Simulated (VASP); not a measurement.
Here is a VASP 6.6.1 calculation.

The input INCAR:

```
SYSTEM = Nb
ALGO = Fast
EDIFF = 1E-6
ENCUT = 520
GGA = PS
ISIF = 2
ISMEAR = 0
LASPH = .True.
LCHARG = .True.
LELF = .True.
LREAL = .False.
LVHAR = .True.
LWAVE = .False.
NBANDS = 12
NELM = 80
PREC = Accurate
SIGMA = 0.15
```

Contents of KPOINTS:

```
k-points
0
Gamma
  22 22 22
  0 0 0
```

The input POSCAR:

```
Nb
1.0
   -1.8444062953      1.6687485529      1.6687485529
    1.6687485529     -1.8444062953      1.6687485529
    1.6687485529      1.6687485529     -1.8444062953
Nb
1
Direct
    0.0000000000      0.0000000000      0.0000000000
```

Potentials or basis: VASP PAW PBE potentials, release 64 (Nb_sv).

Command:

```sh
$ cat potpaw_PBE.64/Nb_sv/POTCAR > POTCAR
$ mpirun -np 1 vasp_std > vasp.out
```

Q: Predict the pressure.

A: -6.2 GPa.

Q: Predict the band gap on the k mesh.

A: Zero (an odd number of electrons rules out a gap without spin polarisation).

Stress tensor (GPa, compression positive):
```
-6.23  4.57  4.57
 4.57 -6.23  4.57
 4.57  4.57 -6.23
```

Caveat: the cell stands under tension; the PAW data sets were made with another functional, which shifts forces and pressure a little.
